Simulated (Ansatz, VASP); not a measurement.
## One calculation of BaZrO3, two programs

```xyz
5
Lattice="4.2054 0.0000 0.0000 0.0000 4.2054 0.0000 0.0000 0.0000 4.2054" Properties=species:S:1:pos:R:3 pbc="T T T"
Ba    0.0000    0.0000    0.0000
Zr    2.1027    2.1027    2.1027
O     0.0000    2.1027    2.1027
O     2.1027    0.0000    2.1027
O     2.1027    2.1027    0.0000
```

Alike in both runs: task single point; functional r2SCAN; k mesh 6 × 6 × 6; no spin polarisation.

|  | VASP | Ansatz |
| --- | --- | --- |
| version | VASP 6.6.1 | Ansatz 0.2.0 |
| potentials or method | VASP PAW PBE potentials, release 64 (Ba_sv, Zr_sv, O) | plane waves, PAW |
| plane-wave cutoff (eV) | 520 | 500 |
| occupations | gaussian, width 0.01 eV | fixed |
| valence electrons in the cell | 40 | 40 |

|  | VASP | Ansatz | Ansatz less VASP |
| --- | --- | --- | --- |
| gap on the k mesh at the Fermi level (eV) | 3.68 | 3.73 | +0.053 |
| pressure (GPa) | 1.0 | 0.0 | -1.03 |

VASP's potentials were made for PBE, not for r2SCAN.

Spin-orbit coupling is off throughout.
